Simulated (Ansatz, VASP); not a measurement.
**MoS2 in VASP and in Ansatz**

Contents of INCAR:

```
  ALGO = Normal
  EDIFF = 1E-7
  ENCUT = 520
  GGA = PE
  ISIF = 2
  ISMEAR = -1
  LASPH = T
  LCHARG = T
  LELF = T
  LREAL = F
  LVHAR = T
  LWAVE = F
  NBANDS = 35
  NELM = 60
  PREC = Accurate
  SIGMA = 0.05
```

KPOINTS

```
k-points
0
Gamma
  10 10 1
```

The input POSCAR:

```
MoS2
1.0
    3.1841260822      0.0000000000      0.0000000000
   -1.5920630411      2.7575340760      0.0000000000
    0.0000000000      0.0000000000     35.4372499633
S Mo
4 2
Direct
    0.3333333300      0.6666666600      0.2116417049
    0.3333333300      0.6666666600      0.2991950567
    0.3333333300      0.6666666600      0.7008049433
    0.3333333300      0.6666666600      0.7883582951
    0.0000000000      0.0000000000      0.2554183808
    0.0000000000      0.0000000000      0.7445816192
```

The input input.yaml:

```yaml
crystal:
  lattice:
    - [3.1841260822, 0.0, 0.0]
    - [-1.5920630411, 2.757534076, 0.0]
    - [0.0, 0.0, 35.4372499633]
  atoms:
    - { symbol: S, position: [0.33333333, 0.66666666, 0.2116417049] }
    - { symbol: Mo, position: [0.0, 0.0, 0.2554183808] }
    - { symbol: S, position: [0.33333333, 0.66666666, 0.2991950567] }
    - { symbol: S, position: [0.33333333, 0.66666666, 0.7008049433] }
    - { symbol: Mo, position: [0.0, 0.0, 0.7445816192] }
    - { symbol: S, position: [0.33333333, 0.66666666, 0.7883582951] }
kpoints:
  mp_grid: { grid: [10, 10, 1] }
scf:
  occupations: { method: fermi_dirac, width: 0.05 }
hamiltonian:
  xc: pbe
  pseudopotentials: { kind: all_electron, lapw: { basis_error: 0.001 } }
output:
  forces: true
  stress: true
  eigenvalues: true
  populations: true
```

Alike in both runs: task single point; functional PBE; k mesh 10 × 10 × 1; occupations fermi-dirac, width 0.05 eV; no spin polarisation.

|  | VASP | Ansatz |
| --- | --- | --- |
| version | VASP 6.6.1 | Ansatz 0.2.0 |
| potentials or method | VASP PAW PBE potentials, release 64 (S, Mo_sv), cutoff 520 eV | all-electron LAPW, scalar-relativistic |

```tsv
	VASP	Ansatz	Ansatz less VASP
gap on the k mesh at the Fermi level (eV)	1.74	1.73	-0.009
least direct gap on the mesh (eV)	1.93	1.92	-0.003
rms of the force components (eV/Å)	0.097	0.103	+0.0064
```

Ansatz ran all-electron here, and VASP with PAW potentials.
